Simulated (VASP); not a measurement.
# SnO in VASP: further runs

SnO is run at these levels: PBE+D3(BJ); tasks: single point.

Everything below comes from runs of VASP 6.6.1. Logs are shortened: lines on timing, memory, paths and dates and some standing lists are left out, and cuts for length are marked.

**1. The cell of the first run**

The cell holds a slab with vacuum, 8 atoms: a = 3.820 Å, b = 3.820 Å, c = 22.226 Å, α = 90.00°, β = 90.00°, γ = 90.00°.

**2. Single point, PBE+D3(BJ) (layers slid over each other)**

The input, INCAR:

```
PREC = Accurate ; ENCUT = 520
EDIFF = 1E-6 ; ISMEAR = 0
SIGMA = 0.05 ; LREAL = F
LASPH = T ; NELM = 80
ALGO = Normal ; ISIF = 2
LWAVE = F ; LCHARG = T
LDIPOL = T ; IDIPOL = 3
DIPOL = 0.5 0.5 0.415 ; GGA = PE
IVDW = 12 ; LELF = T
LVHAR = T ; LVACPOTAV = T
NBANDS = 50
```

The input, KPOINTS:

```
Automatic mesh
0
Gamma
  7 7 1
```

The input, POSCAR:

```
SnO
1.0
    3.8201526160      0.0002954389      0.0000000000
   -0.0003145156      3.8201526145      0.0000000000
    0.0000000000      0.0000000000     22.2260756252
Sn O
4 4
Direct
    0.9999453016      0.9999453016      0.2024648920
    0.4999453016      0.4999453016      0.3087831576
    0.8749453016      0.8749453016      0.5202464892
    0.3749453016      0.3749453016      0.6265647548
    0.9999461184      0.4999461184      0.2556240248
    0.4999461184      0.9999461184      0.2556240248
    0.8749461184      0.3749461184      0.5734056220
    0.3749461184      0.8749461184      0.5734056220
```

Potentials or basis: VASP PAW PBE potentials, release 64 (Sn_d, O).

Started as:

```sh
$ cat potpaw_PBE.64/Sn_d/POTCAR potpaw_PBE.64/O/POTCAR > POTCAR
$ mpirun -np 1 vasp_std > vasp.out
```

OUTCAR:

```text
PREC = Accurate
   ENCUT = 520
   EDIFF = 1E-6
   ISMEAR = 0
   LREAL = F
   LASPH = T
   NELM = 80
   ISIF = 2
   GGA = PE
   IVDW = 12
 IVDW          = 12

 ion  position               nearest neighbor table
   1  1.000  1.000  0.202-   6 2.25   5 2.25   6 2.25   5 2.25   2 3.59   2 3.59   2 3.59   2 3.59

   2  0.500  0.500  0.309-   5 2.25   6 2.25   5 2.25   6 2.25   1 3.59   1 3.59   1 3.59   1 3.59

   3  0.875  0.875  0.520-   8 2.25   7 2.25   8 2.25   7 2.25   4 3.59   4 3.59   4 3.59   4 3.59

   4  0.375  0.375  0.627-   7 2.25   8 2.25   7 2.25   8 2.25   3 3.59   3 3.59   3 3.59   3 3.59

   5  1.000  0.500  0.256-   2 2.25   1 2.25   2 2.25   1 2.25
   6  0.500  1.000  0.256-   1 2.25   2 2.25   1 2.25   2 2.25
   7  0.875  0.375  0.573-   4 2.25   3 2.25   4 2.25   3 2.25
   8  0.375  0.875  0.573-   3 2.25   4 2.25   3 2.25   4 2.25

  LATTYP: Found a simple tetragonal cell.
 ALAT       =     3.8201526274
 C/A-ratio  =     5.8181119429

  Lattice vectors:

 A1 = (   3.8201526160,   0.0002954389,   0.0000000000)
 A2 = (  -0.0003145156,   3.8201526145,   0.0000000000)
 A3 = (   0.0000000000,   0.0000000000,  22.2260756252)

Analysis of symmetry for initial positions (statically):
=====================================================================
 Subroutine PRICEL returns:
 Original cell was already a primitive cell.

 Routine SETGRP: Setting up the symmetry group for a
 simple tetragonal supercell.

 Subroutine GETGRP returns: Found  4 space group operations
 (whereof  2 operations were pure point group operations)
 out of a pool of 16 trial point group operations.

The static configuration has the point symmetry C_1h.
 The point group associated with its full space group is C_2h.

Analysis of symmetry for dynamics (positions and initial velocities):
=====================================================================
 Subroutine PRICEL returns:
 Original cell was already a primitive cell.

 Routine SETGRP: Setting up the symmetry group for a
 simple tetragonal supercell.

 Subroutine GETGRP returns: Found  4 space group operations
 (whereof  2 operations were pure point group operations)
 out of a pool of 16 trial point group operations.

The dynamic configuration has the point symmetry C_1h.
 The point group associated with its full space group is C_2h.

 Subroutine INISYM returns: Found  4 space group operations
 (whereof  2 operations are pure point group operations),
[... 102 lines left out ...]
   NSW    =      0    number of steps for IOM
[... 5 lines left out ...]
   TEBEG  =    0.0;   TEEND  =   0.0 temperature during run
   PSTRESS=    0.0 pullay stress
   NELECT =      80.0000    total number of electrons
   NUPDOWN=      -1.0000    fix difference up-down
   EMIN   =  10.00;   EMAX   =-10.00  energy-range for DOS
   EFERMI =   0.00;   METHOD = LEGACY
   ISMEAR =     0;   SIGMA  =   0.05  broadening in eV -4-tet -1-fermi 0-gaus
   EFERMI_NEDOS =   21; number of points for ismear=-14 and -15
   IALGO  =     38    algorithm
   IMIX   =      4    mixing-type and parameters
     AMIX     =   0.40;   BMIX     =  1.00
     AMIX_MAG =   1.60;   BMIX_MAG =  1.00
  volume/ion in A,a.u.               =      40.54       273.61
  Fermi-wavevector in a.u.,A,eV,Ry     =   1.026668  1.940121 14.341187  1.054047
  Thomas-Fermi vector in A             =   2.160573
   LORBIT       =      0    0 simple, 1 ext, 2 COOP (PROOUT), +10 PAW based schemes
   GGA     = PE    functional components
   LHFCALC =     F    Hartree Fock is set to
   AEXX    =    0.0000 exact exchange contribution
   IVDW    =    12    specifies the selected vdW correction
   LEPSILON=     F    determine dielectric tensor
   LRPA    =     F    only Hartree local field effects (RPA)
 non-spin polarized calculation
 Gauss-broadening in eV      SIGMA  =   0.05
  energy-cutoff  :      520.00
  volume of cell :      324.36
 maximum number of plane-waves:      8769
   NGX = 15   NGY = 15   NGZ = 83

 dipolmoment           0.000000      0.000000      0.000080 electrons x Angstroem

 number of electron      79.9999971 magnetization

 dipolmoment           0.000000      0.000000     -0.000004 electrons x Angstroem

 Free energy of the ion-electron system (eV)
  ---------------------------------------------------
  ext. energy  EPLUGINS =         0.00000000
  ---------------------------------------------------
  free energy    TOTEN  =       -45.17681725 eV

  energy without entropy =      -45.17681725  energy(sigma->0) =      -45.17681725

 E-fermi :  -0.0848     XC(G=0):  -5.3766

 val. band max:       -0.3230054247   @ k =  -0.1429   0.1429   0.0000
 cond. band min:       2.3342579443   @ k =   0.0000   0.0000   0.0000
 fundamental gap:      2.6572633690
 Fermi energy:        -0.0848059866

 k-point     1 :       0.0000    0.0000    0.0000
  band No.  band energies     occupation
      1     -21.0570      2.00000
      2     -21.0569      2.00000
      3     -20.6963      2.00000
      4     -20.6962      2.00000
      5     -20.6581      2.00000
      6     -20.6581      2.00000
[... 837 lines left out ...]
     49       6.0342      0.00000
     50       6.2648      0.00000

------------------------ aborting loop because EDIFF is reached ----------------------------------------

 Edisp (eV)   -1.20181

 E8    (eV) :    -0.5313

  FORCE on cell =-STRESS in cart. coord.  units (eV):
  Direction    XX          YY          ZZ          XY          YZ          ZX
  --------------------------------------------------------------------------------------
  -------------------------------------------------------------------------------------
  Total       0.13495     0.13495    -0.18432     0.00388     0.03441     0.03441
  in kB       0.66660     0.66660    -0.91048     0.01916     0.16998     0.16995
  external pressure =        0.14 kB  Pullay stress =        0.00 kB

 VOLUME and BASIS-vectors are now :
 -----------------------------------------------------------------------------
  energy-cutoff  :      520.00
  volume of cell :      324.36
      direct lattice vectors                 reciprocal lattice vectors
     3.820152616  0.000295439  0.000000000     0.261769645  0.000021552  0.000000000
    -0.000314516  3.820152614  0.000000000    -0.000020244  0.261769645  0.000000000
     0.000000000  0.000000000 22.226075625     0.000000000  0.000000000  0.044992198

 POSITION                                       TOTAL-FORCE (eV/Angst)
 -----------------------------------------------------------------------------------
      3.81963      3.82024      4.50000        -0.000715     -0.000715     -0.086061
      1.90971      1.91002      6.86304        -0.001960     -0.001961      0.159986
      3.34215      3.34268     11.56304         0.001960      0.001961     -0.159986
      1.43223      1.43246     13.92608         0.000715      0.000715      0.086061
      3.81979      1.91017      5.68152        -0.003996      0.001392      0.005633
      1.90956      3.82009      5.68152         0.001393     -0.003996      0.005633
      3.34231      1.43261     12.74456        -0.001393      0.003996     -0.005633
      1.43208      3.34254     12.74456         0.003996     -0.001392     -0.005633
 -----------------------------------------------------------------------------------
    total drift:                               -0.013973     -0.013975     -0.000237

  FREE ENERGIE OF THE ION-ELECTRON SYSTEM (eV)
  ---------------------------------------------------
  free  energy   TOTEN  =       -46.3786289186 eV

  energy  without entropy=      -46.3786289186  energy(sigma->0) =      -46.37862892

 vacuum level on the upper side and lower side of the slab         4.925         4.925
```

OSZICAR:

```text
N       E                     dE             d eps       ncg     rms          rms(c)
DAV:   1     0.936579696776E+03    0.93658E+03   -0.38026E+04  1760   0.180E+03
DAV:   2     0.129912034730E+03   -0.80667E+03   -0.77722E+03  1784   0.505E+02
DAV:   3    -0.407106465867E+02   -0.17062E+03   -0.16541E+03  2024   0.218E+02
[... 14 lines left out ...]
DAV:  18    -0.451767757140E+02   -0.33933E-04   -0.62435E-06  1686   0.256E-02    0.312E-03
DAV:  19    -0.451768045623E+02   -0.28848E-04   -0.33235E-06  1390   0.148E-02    0.252E-03
DAV:  20    -0.451768147790E+02   -0.10217E-04   -0.12014E-06  1384   0.848E-03    0.184E-03
DAV:  21    -0.451768162504E+02   -0.14714E-05   -0.12633E-07  1120   0.287E-03    0.137E-03
DAV:  22    -0.451768172495E+02   -0.99906E-06   -0.31837E-07  1160   0.550E-03
   1 F= -.46378629E+02 E0= -.46378629E+02  d E =-.434013E-12
```

It took 5.6 min on 1 thread of Intel Xeon Platinum 8259CL at 2.50GHz (Skylake/Cascade Lake), shared host; peak memory 0.44 GiB.

Results:

- Free energy: -46.3786 eV
- Largest force: 0.160 eV/Å
- Band gap on the k mesh: 2.66 eV (least direct gap 2.68 eV)
- Dispersion energy per atom: -0.150 eV

Forces in eV/Å, atoms in the order of the input:
```
Sn  -0.001 -0.001 -0.086
Sn  -0.002 -0.002  0.160
Sn   0.002  0.002 -0.160
Sn   0.001  0.001  0.086
O   -0.004  0.001  0.006
O    0.001 -0.004  0.006
O   -0.001  0.004 -0.006
O    0.004 -0.001 -0.006
```

Levels at points of the mesh, in eV from the valence-band top:
| k point | band 37 | band 38 | band 39 | band 40 | band 41 | band 42 | band 43 | band 44 |
| --- | --- | --- | --- | --- | --- | --- | --- | --- |
| (0.00, 0.00, 0.00) | -1.83 | -1.83 | -0.38 | -0.02 | 2.66 | 2.99 | 2.99 | 3.65 |

Caveat: the cell differs from its parent crystal (layers slid over each other); spin-orbit coupling is left out, which moves the levels of the heavy elements.

**3. Single point, PBE+D3(BJ) (layers slid over each other)**

The input, INCAR:

```
SYSTEM = SnO
PREC = Accurate
ENCUT = 520
EDIFF = 1E-7
ISMEAR = 0
SIGMA = 0.05
LREAL = .FALSE.
LASPH = .TRUE.
NELM = 80
ALGO = Normal
ISIF = 2
LWAVE = .FALSE.
LCHARG = .TRUE.
LDIPOL = .TRUE.
IDIPOL = 3
DIPOL = 0.5 0.5 0.428
GGA = PE
IVDW = 12
LELF = .TRUE.
LVHAR = .TRUE.
LVACPOTAV = .TRUE.
NBANDS = 50
```

The input, KPOINTS:

```
regular mesh
0
G
  7 7 1
  0 0 0
```

The input, POSCAR:

```
SnO
1.0
    3.8201526160      0.0002954389      0.0000000000
   -0.0003145156      3.8201526145      0.0000000000
    0.0000000000      0.0000000000     22.2260756252
Sn O
4 4
Direct
    0.9999453016      0.9999453016      0.2024648920
    0.4999453016      0.4999453016      0.3087831576
    0.8749453016      0.8749453016      0.5472418081
    0.3749453016      0.3749453016      0.6535600738
    0.9999461184      0.4999461184      0.2556240248
    0.4999461184      0.9999461184      0.2556240248
    0.8749461184      0.3749461184      0.6004009409
    0.3749461184      0.8749461184      0.6004009409
```

Potentials or basis: VASP PAW PBE potentials, release 64 (Sn_d, O).

Started as:

```sh
$ cat potpaw_PBE.64/Sn_d/POTCAR potpaw_PBE.64/O/POTCAR > POTCAR
$ mpirun -np 1 vasp_std > vasp.out
```

Run time: 6.2 min. Hardware: 1 thread of Intel Xeon Platinum 8259CL at 2.50GHz (Skylake/Cascade Lake), shared host; peak memory 0.44 GiB.

The run converged. Its results:

| Quantity | Value |
| --- | --- |
| Free energy | -46.3376 eV |
| Largest force | 0.139 eV/Å |
| Band gap on the k mesh | 2.76 eV (least direct gap 2.79 eV) |
| Dispersion energy per atom | -0.146 eV |

Forces on the atoms (eV/Å):
```
Sn   0.000  0.000 -0.091
Sn   0.000  0.000  0.139
Sn   0.000  0.000 -0.139
Sn   0.000  0.000  0.091
O   -0.001  0.000  0.003
O    0.000 -0.001  0.003
O    0.000  0.001 -0.003
O    0.001  0.000 -0.003
```

Levels at points of the mesh, in eV from the valence-band top:
```csv
k point,band 36,band 37,band 38,band 39,band 40,band 41,band 42,band 43,band 44,band 45
"(0.00, 0.00, 0.00)",-1.76,-1.76,-1.76,-0.23,-0.03,2.76,3.05,3.06,3.51,5.05
```

Caveat: the cell differs from its parent crystal (layers slid over each other); spin-orbit coupling is left out, which moves the levels of the heavy elements.
